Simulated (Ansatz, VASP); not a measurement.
**Two plane-wave programs on In3BiSb2**

```
CELL_PARAMETERS angstrom
4.77691 0.00000 0.00000
-2.38845 4.13692 0.00000
0.00000 0.00000 11.69912
ATOMIC_POSITIONS crystal
Sb 0.00000 0.00000 0.00280
Sb 0.33333 0.66667 0.33126
Bi 0.66667 0.33333 0.66569
In 0.33333 0.66667 0.08332
In 0.66667 0.33333 0.41158
In 0.00000 0.00000 0.75535
```

Alike in both runs: task single point; functional r2SCAN; k mesh 6 × 6 × 2; occupations fermi-dirac, width 0.02 eV; no spin polarisation.

|  | VASP | Ansatz |
| --- | --- | --- |
| version | VASP 6.6.1 | Ansatz 0.2.0 |
| potentials or method | VASP PAW PBE potentials, release 64 (Sb, Bi_d, In_d) | plane waves, PAW |
| plane-wave cutoff (eV) | 520 | 500 |
| valence electrons in the cell | 64 | 84 |

```csv
,VASP,Ansatz,Ansatz less VASP
pressure (GPa),-2.1,-2.1,+0.02
rms of the force components (eV/Å),0.009,0.009,0.0000
```

VASP's potentials were made for PBE, not for r2SCAN. Atom by atom the forces differ by 0.000 eV/Å (rms over components). The functional is the same, so the differences come from potentials, cutoffs and numerics. VASP's potentials hold 64 valence electrons a cell and Ansatz's 84, so a difference there can come from the potentials and not from the codes.

Spin-orbit coupling is off throughout.
